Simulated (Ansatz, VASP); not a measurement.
# TaN: VASP beside Ansatz

```xyz
2
Lattice="2.9439 0.0000 0.0000 -1.4720 2.5495 0.0000 0.0000 0.0000 2.8888" Properties=species:S:1:pos:R:3 pbc="T T T"
N     0.0000    0.0000    0.0000
Ta   -0.0001    1.6998    1.4444
```

Alike in both runs: task single point; functional r2SCAN; k mesh 13 × 13 × 12; no spin polarisation.

```csv
,VASP,Ansatz
version,VASP 6.6.1,Ansatz 0.2.0
potentials or method,"VASP PAW PBE potentials, release 64 (N, Ta_pv), cutoff 520 eV",PAW plane waves
occupations,"fermi-dirac, width 0.1 eV",fermi-dirac
valence electrons in the cell,16,18
```

Ansatz gave:

| Item | Value |
| --- | --- |
| pressure (GPa) | -2.4 |
| traceless stress, the component that is largest in VASP (GPa) | 0.35 |

Task: Which values does VASP return?

Result: Pressure (GPa): -0.8; traceless stress, the component that is largest in VASP (GPa): 0.49.

VASP's potentials were made for PBE, not for r2SCAN. VASP's potentials hold 16 valence electrons a cell and Ansatz's 18, so a difference there can come from the potentials and not from the codes. Ansatz's warnings: structure snapped to symmetry.

Neither program's run includes spin-orbit coupling.
